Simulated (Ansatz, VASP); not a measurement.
## One calculation of ZrSeBr, two programs

```
CELL_PARAMETERS angstrom
4.82674 0.00000 0.00000
-2.41337 4.18008 0.00000
0.00000 0.00000 8.05512
ATOMIC_POSITIONS crystal
Zr 0.33333 0.66667 0.75000
Zr 0.66667 0.33333 0.25000
Se 0.33333 0.66667 0.25000
Se 0.66667 0.33333 0.75000
Br 0.00000 0.00000 0.00000
Br 0.00000 0.00000 0.50000
```

Change from the starting cell: species swapped into the EuAgBi type (P6_3/mmc, No. 194).

Alike in both runs: task relaxation of cell and atoms; functional PBE; k mesh 6 × 6 × 2; occupations gaussian, width 0.1 eV; no spin polarisation.

|  | VASP | Ansatz |
| --- | --- | --- |
| version | VASP 6.6.1 | Ansatz 0.2.0 |
| potentials or method | VASP PAW PBE potentials, release 64 (Zr_sv, Se, Br), cutoff 600 eV | scalar-relativistic, plane waves, PAW |
| valence electrons in the cell | 50 | 70 |

Ansatz gave:

* gap on the k mesh at the Fermi level, each at its own relaxed structure (eV): none
* relaxed volume (Å³/atom): 21.83
* relaxed length of the cell vector where the two differ most in proportion (Å): 6.421

Question: Estimate VASP's values.

Answer: gap on the k mesh at the Fermi level, each at its own relaxed structure (eV): none; relaxed volume (Å³/atom): 24.42; relaxed length of the cell vector where the two differ most in proportion (Å): 7.897.

A gap of «none» marks a metal or a gap that the smearing closes. One of these differences is far larger than is usual between the two programs; its cause wasn't traced. VASP's potentials hold 50 valence electrons a cell and Ansatz's 70, so a difference there can come from the potentials and not from the codes.

The k mesh is coarse, so the values compare programs but aren't converged.
